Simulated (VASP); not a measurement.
# W (P6_3/mmc) in VASP: density of states with PBE

Aim: the density of states of W with PBE.

All numbers are computed with VASP 6.6.1; they aren't measurements. Logs are shortened: lines on timing, memory, paths and dates and some standing lists are left out, and cuts for length are marked.

## (1) The cell of the first run

Symmetry: P6_3/mmc, No. 194, hexagonal system. The conventional cell has a = 2.776 Å, b = 2.776 Å, c = 4.951 Å, α = 90.00°, β = 90.00°, γ = 120.00°. W (site symmetry -6m2) has 12 W at 2.78 to 2.95 Å within 3.7 Å.

## (2) Density of states, PBE

POSCAR

```
W
1.0
    2.7764647312      0.0000000000      0.0000000000
   -1.3882323656      2.4044889900      0.0000000000
    0.0000000000      0.0000000000      4.9512692421
W
2
Direct
    0.3333333333      0.6666666667      0.7500000000
    0.6666666667      0.3333333333      0.2500000000
```

INCAR.step1

```
SYSTEM = W
ALGO = Fast
EDIFF = 1E-6
ENCUT = 520
GGA = PE
ISIF = 2
ISMEAR = 0
LASPH = .True.
LCHARG = .True.
LMAXMIX = 4
LREAL = .False.
LWAVE = .False.
NBANDS = 21
NELM = 60
PREC = Accurate
SIGMA = 0.05
```

KPOINTS.step1

```
k-points
0
Gamma
  18 18 10
  0 0 0
```

INCAR.step2

```
SYSTEM = W
ALGO = Fast
EDIFF = 1E-6
ENCUT = 520
GGA = PE
ICHARG = 11
ISIF = 2
ISMEAR = -5
LASPH = .True.
LCHARG = .False.
LMAXMIX = 4
LORBIT = 11
LREAL = .False.
LWAVE = .False.
NEDOS = 1001
NELM = 60
PREC = Accurate
SIGMA = 0.05
```

KPOINTS.step2

```
k-points
0
Gamma
  27 27 15
  0 0 0
```

Potentials or basis: VASP PAW PBE potentials, release 64 (W_sv).

The run is started by

```
> cat potpaw_PBE.64/W_sv/POTCAR > POTCAR
> cp INCAR.step1 INCAR
> cp KPOINTS.step1 KPOINTS
> mpirun -np 1 vasp_std > vasp.out
> cp INCAR.step2 INCAR
> cp KPOINTS.step2 KPOINTS
> mpirun -np 1 vasp_std > vasp.out
```

OUTCAR:

```text
SYSTEM = W
   EDIFF = 1E-6
   ENCUT = 520
   GGA = PE
   ICHARG = 11
   ISIF = 2
   ISMEAR = -5
   LASPH = .True.
   LORBIT = 11
   LREAL = .False.
   NELM = 60
   PREC = Accurate

 ion  position               nearest neighbor table
   1  0.333  0.667  0.750-   2 2.95   2 2.95   2 2.95   2 2.95   2 2.95   2 2.95
   2  0.667  0.333  0.250-   1 2.95   1 2.95   1 2.95   1 2.95   1 2.95   1 2.95

  LATTYP: Found a hexagonal cell.
 ALAT       =     2.7764647312
 C/A-ratio  =     1.7832998872

  Lattice vectors:

 A1 = (   2.7764647312,   0.0000000000,   0.0000000000)
 A2 = (  -1.3882323656,   2.4044889900,   0.0000000000)
 A3 = (   0.0000000000,   0.0000000000,   4.9512692421)

Analysis of symmetry for initial positions (statically):
=====================================================================
 Subroutine PRICEL returns:
 Original cell was already a primitive cell.

 Routine SETGRP: Setting up the symmetry group for a
 hexagonal supercell.

 Subroutine GETGRP returns: Found 24 space group operations
 (whereof 12 operations were pure point group operations)
 out of a pool of 24 trial point group operations.

The static configuration has the point symmetry D_3d.
 The point group associated with its full space group is D_6h.

Analysis of symmetry for dynamics (positions and initial velocities):
=====================================================================
 Subroutine PRICEL returns:
 Original cell was already a primitive cell.

 Routine SETGRP: Setting up the symmetry group for a
 hexagonal supercell.

 Subroutine GETGRP returns: Found 24 space group operations
 (whereof 12 operations were pure point group operations)
 out of a pool of 24 trial point group operations.

The dynamic configuration has the point symmetry D_3d.
 The point group associated with its full space group is D_6h.

 Subroutine INISYM returns: Found 24 space group operations
 (whereof 12 operations are pure point group operations),
 and found     1 'primitive' translations

----------------------------------------------------------------------------------------

                                     Primitive cell

  volume of cell :      33.0546

  direct lattice vectors                    reciprocal lattice vectors
     2.776464731  0.000000000  0.000000000     0.360170251  0.207944392  0.000000000
    -1.388232366  2.404488990  0.000000000     0.000000000  0.415888783  0.000000000
     0.000000000  0.000000000  4.951269242     0.000000000  0.000000000  0.201968415

  length of vectors
     2.776464731  2.776464731  4.951269242     0.415888783  0.415888783  0.201968415

  position of ions in fractional coordinates (direct lattice)
     0.333333333  0.666666667  0.750000000
     0.666666667  0.333333333  0.250000000

  ion indices of the primitive-cell ions
   primitive index   ion index
                 1           1
                 2           2

----------------------------------------------------------------------------------------

 KPOINTS: k-points

Automatic generation of k-mesh.
 Grid dimensions read from file:
 generate k-points for:   27   27   15

 Generating k-lattice:

  Cartesian coordinates                     Fractional coordinates (reciprocal lattice)
     0.013339639  0.007701644  0.000000000     0.037037037  0.000000000  0.000000000
     0.000000000  0.015403288  0.000000000     0.000000000  0.037037037  0.000000000
     0.000000000  0.000000000  0.013464561     0.000000000  0.000000000  0.066666667

  Length of vectors
     0.015403288  0.015403288  0.013464561

  Shift w.r.t. Gamma in fractional coordinates (k-lattice)
     0.000000000  0.000000000  0.000000000

 TETIRR: Found  10722 inequivalent tetrahedra from    65610

 Subroutine IBZKPT returns following result:
 ===========================================

 Found    600 irreducible k-points:

 Following reciprocal coordinates:
            Coordinates               Weight
  0.000000  0.000000  0.000000      1.000000
  0.037037  0.000000  0.000000      6.000000
  0.074074  0.000000  0.000000      6.000000
  0.111111  0.000000  0.000000      6.000000
  0.148148  0.000000  0.000000      6.000000
  0.185185 -0.000000  0.000000      6.000000
[... 16 lines left out ...]
  0.333333  0.037037  0.000000     12.000000
  0.370370  0.037037  0.000000     12.000000
 [... further k-points ...]
   k-points           NKPTS =    600   k-points in BZ     NKDIM =    600   number of bands    NBANDS=     18
   number of dos      NEDOS =   1001   number of ions     NIONS =      2
   total plane-waves  NPLWV =  23040
   dimension x,y,z NGX =    24 NGY =   24 NGZ =   40
   dimension x,y,z NGXF=    48 NGYF=   48 NGZF=   80
   ions per type =               2
   NGX,Y,Z   is equivalent  to a cutoff of  14.37, 14.37, 13.43 a.u.
   NGXF,Y,Z  is equivalent  to a cutoff of  28.74, 28.74, 26.86 a.u.
 SYSTEM =  W
   PREC   = accura    normal or accurate (medium, high low for compatibility)
   ISTART =      0    job   : 0-new  1-cont  2-samecut
   ICHARG =     11    charge: 1-file 2-atom 10-const
   ISPIN  =      1    spin polarized calculation?
   LNONCOLLINEAR =      F non collinear calculations
   LSORBIT =      F    spin-orbit coupling
   LASPH  =      T    aspherical Exc in radial PAW
   ENCUT  =  520.0 eV  38.22 Ry    6.18 a.u.   5.16  5.16  9.21*2*pi/ulx,y,z
   NELM   =     60;   NELMIN=  2; NELMDL=  0     # of ELM steps
   EDIFF  = 0.1E-05   stopping-criterion for ELM
   LREAL  =      F    real-space projection
   EDIFFG = 0.1E-04   stopping-criterion for IOM
   NSW    =      0    number of steps for IOM
   IBRION =     -1    ionic relax: 0-MD 1-quasi-New 2-CG
   NFREE  =      0    steps in history (QN), initial steepest desc. (CG)
   ISIF   =      2    stress and relaxation
   ISYM   =      2    0-nonsym 1-usesym 2-fastsym
   POTIM  = 0.5000    time-step for ionic-motion
   TEBEG  =    0.0;   TEEND  =   0.0 temperature during run
   PSTRESS=    0.0 pullay stress
   NELECT =      28.0000    total number of electrons
   NUPDOWN=      -1.0000    fix difference up-down
   EMIN   =  10.00;   EMAX   =-10.00  energy-range for DOS
   EFERMI =   0.00;   METHOD = LEGACY
   ISMEAR =    -5;   SIGMA  =   0.05  broadening in eV -4-tet -1-fermi 0-gaus
   EFERMI_NEDOS =   21; number of points for ismear=-14 and -15
   IALGO  =     68    algorithm
   IMIX   =      4    mixing-type and parameters
     AMIX     =   0.40;   BMIX     =  1.00
     AMIX_MAG =   1.60;   BMIX_MAG =  1.00
  volume/ion in A,a.u.               =      16.53       111.53
  Fermi-wavevector in a.u.,A,eV,Ry     =   1.548996  2.927178 32.645671  2.399389
  Thomas-Fermi vector in A             =   2.653866
   LORBIT       =     11    0 simple, 1 ext, 2 COOP (PROOUT), +10 PAW based schemes
   GGA     = PE    functional components
   LHFCALC =     F    Hartree Fock is set to
   AEXX    =    0.0000 exact exchange contribution
   IVDW    =     0    specifies the selected vdW correction
   LEPSILON=     F    determine dielectric tensor
   LRPA    =     F    only Hartree local field effects (RPA)
 non-spin polarized calculation
 RMM-DIIS sequential band-by-band and
 Fermi weights with tetrahedron method with Bloechl corrections
  energy-cutoff  :      520.00
  volume of cell :       33.05
 maximum number of plane-waves:       904
 NGX is ok and might be reduce to    24

 number of electron      28.0000002 magnetization

 Free energy of the ion-electron system (eV)
  ---------------------------------------------------
  ext. energy  EPLUGINS =         0.00000000
  ---------------------------------------------------
  free energy    TOTEN  =       -24.90927878 eV

  energy without entropy =      -24.90927878  energy(sigma->0) =      -24.90927878

 E-fermi :  10.4921     XC(G=0): -13.3881

 val. band max:       10.5351537918   @ k =   0.4444   0.0000   0.3333
 cond. band min:      10.4299271019   @ k =   0.1481   0.1111   0.0000
 fundamental gap:     -0.1052266899
 Fermi energy:        10.4920832606

 k-point     1 :       0.0000    0.0000    0.0000
  band No.  band energies     occupation
      1     -63.2981      2.00000
      2     -63.2295      2.00000
      3     -28.0052      2.00000
      4     -27.1157      2.00000
      5     -26.9185      2.00000
      6     -26.9185      2.00000
[... 10 lines left out ...]
     17      12.4940      0.00000
     18      12.4943      0.00000

 k-point     2 :       0.0370    0.0000    0.0000
  band No.  band energies     occupation
      1     -63.2966      2.00000
      2     -63.2283      2.00000
      3     -28.0004      2.00000
      4     -27.1162      2.00000
      5     -26.9344      2.00000
      6     -26.9228      2.00000
[... 10 lines left out ...]
     17      12.3997      0.00000
     18      12.4464      0.00000

 k-point     3 :       0.0741    0.0000    0.0000
  band No.  band energies     occupation
      1     -63.2920      2.00000
      2     -63.2250      2.00000
      3     -27.9861      2.00000
      4     -27.1178      2.00000
      5     -26.9812      2.00000
      6     -26.9356      2.00000
[... 10 lines left out ...]
     17      12.1603      0.00000
     18      12.3137      0.00000

 k-point     4 :       0.1111    0.0000    0.0000
  band No.  band energies     occupation
      1     -63.2847      2.00000
      2     -63.2197      2.00000
      3     -27.9629      2.00000
      4     -27.1208      2.00000
      5     -27.0562      2.00000
      6     -26.9677      2.00000
[... 375 lines left out ...]
      4     -27.7182      2.00000
      5     -27.6174      2.00000
      6     -27.1762      2.00000
[... 10 lines left out ...]
     17      13.6455      0.00000
     18      14.1200      0.00000

 k-point    23 :       0.3333    0.0370    0.0000
  band No.  band energies     occupation
      1     -63.2023      2.00000
      2     -63.1657      2.00000
      3     -27.8290      2.00000
      4     -27.7210      2.00000
      5     -27.6666      2.00000
      6     -27.1952      2.00000
[... 10 lines left out ...]
     17      14.3452      0.00000
     18      14.8148      0.00000

 k-point    24 :       0.3704    0.0370    0.0000
  band No.  band energies     occupation
      1     -63.1913      2.00000
      2     -63.1600      2.00000
      3     -27.9205      2.00000
      4     -27.8070      2.00000
      5     -27.6185      2.00000
      6     -27.2159      2.00000
[... 10 lines left out ...]
     17      14.9979      0.00000
     18      15.0687      0.00000

 [... further k-points ...]
[... 5 lines left out ...]
  --------------------------------------------------------------------------------------
  -------------------------------------------------------------------------------------
  Total        0.1318527      0.1318527      0.0409595     -0.0000000      0.0000000      0.0000000
  in kB        6.3909906      6.3909906      1.9853353     -0.0000000      0.0000000      0.0000000
  external PRESSURE =       4.9224388 kB  Pullay stress =       0.0000000 kB

 VOLUME and BASIS-vectors are now :
 -----------------------------------------------------------------------------
  energy-cutoff  :      520.00
  volume of cell :       33.05
      direct lattice vectors                 reciprocal lattice vectors
     2.776464731  0.000000000  0.000000000     0.360170251  0.207944392  0.000000000
    -1.388232366  2.404488990  0.000000000     0.000000000  0.415888783  0.000000000
     0.000000000  0.000000000  4.951269242     0.000000000  0.000000000  0.201968415

 POSITION                                       TOTAL-FORCE (eV/Angst)
 -----------------------------------------------------------------------------------
     -0.00000      1.60299      3.71345        -0.000000      0.000000      0.000000
      1.38823      0.80150      1.23782         0.000000     -0.000000      0.000000
 -----------------------------------------------------------------------------------
    total drift:                               -0.000000      0.000000     -0.000000

  FREE ENERGIE OF THE ION-ELECTRON SYSTEM (eV)
  ---------------------------------------------------
  free  energy   TOTEN  =       -24.9092787767 eV

  energy  without entropy=      -24.9092787767  energy(sigma->0) =      -24.90927878

 total charge

# of ion       s       p       d       tot
------------------------------------------
    1        2.407   6.308   3.317  12.033
    2        2.407   6.308   3.317  12.033
--------------------------------------------------
tot          4.814  12.617   6.635  24.065
```

Wall time 2.1 min (1 thread of Intel Xeon 6975P-C (Granite Rapids), shared host); peak memory 0.4 GiB.

What came out:

| Item | Value |
| --- | --- |
| Valence electrons inside the program's atomic spheres | W 12.03 |

Caveat: spin-orbit coupling is left out, which moves the levels of the heavy elements; tetrahedron occupations give inexact forces and stress in metals.
